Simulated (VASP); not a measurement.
Here is a VASP 6.6.1 calculation.

File INCAR:

```
  ALGO = Normal
  EDIFF = 1E-7
  ENCUT = 520
  GGA = PE
  ISIF = 2
  ISMEAR = 1
  IVDW = 12
  LASPH = True
  LCHARG = False
  LREAL = False
  LWAVE = False
  NBANDS = 18
  NELM = 60
  PREC = Accurate
  SIGMA = 0.05
```

KPOINTS

```
k-points
0
Gamma
  9 9 6
```

Contents of POSCAR:

```
PtSe2
1.0
    3.7694447023      0.0000000000      0.0000000000
   -1.8847223511      3.2644348703      0.0000000000
    0.0000000000      0.0000000000      4.8309783259
Pt Se
1 2
Direct
    0.0000000000      0.0000000000      0.0000000000
    0.3333333333      0.6666666667      0.2653888219
    0.6666666667      0.3333333333      0.7346111781
```

Potentials or basis: VASP PAW PBE potentials, release 64 (Pt, Se).

Launch:

```sh
$ cat potpaw_PBE.64/Pt/POTCAR potpaw_PBE.64/Se/POTCAR > POTCAR
$ mpirun -np 1 vasp_std > vasp.out
```

Question: Predict the band gap on the k mesh.

Answer: Zero (bands 11 and 12 overlap by 0.81 eV).

Question: Predict the dispersion energy per atom.

Answer: -0.490 eV.

Question: Predict the largest force.

Answer: 0.008 eV/Å.

Forces in eV/Å, atoms in the order of the input:
```
Pt   0.000  0.000  0.000
Se   0.000  0.000  0.008
Se   0.000  0.000 -0.008
```

Caveat: spin-orbit coupling is left out, which moves the levels of the heavy elements.
